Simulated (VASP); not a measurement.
A run of VASP 6.6.1 is set up as follows.

File INCAR:

```
SYSTEM = Si
PREC = Accurate ; ENCUT = 520
EDIFF = 1E-6 ; ISMEAR = 0
SIGMA = 0.15 ; LREAL = .FALSE.
LASPH = .TRUE. ; NELM = 80
ALGO = Normal ; ISIF = 2
LWAVE = .FALSE. ; LCHARG = .FALSE.
GGA = CA ; NBANDS = 11
```

The input KPOINTS:

```
regular mesh
0
G
  28 28 28
  0 0 0
```

Contents of POSCAR:

```
Si
1.0
   -2.3079156719      2.3079156719      1.3909297809
    2.3079156719     -2.3079156719      1.3909297809
    2.3079156719      2.3079156719     -1.3909297809
Si
2
Direct
    0.2500000000      0.7500000000      0.5000000000
    0.5000000000      0.5000000000      0.0000000000
```

Potentials or basis: VASP PAW LDA potentials, release 64 (Si).

Run with:

```console
$ cat potpaw_LDA.64/Si/POTCAR > POTCAR
$ mpirun -np 1 vasp_std > vasp.out
```

**Question.** Estimate the pressure.

**Answer.** 2.1 GPa.

**Question.** Estimate the band gap on the k mesh.

**Answer.** Zero (bands 4 and 5 overlap by 7.59 eV).

Stress tensor (GPa, compression positive):
```
 4.80  0.00  0.00
 0.00  4.80  0.00
 0.00  0.00 -3.36
```

Caveat: the stress differs along the axes, from -3 to 5 GPa.
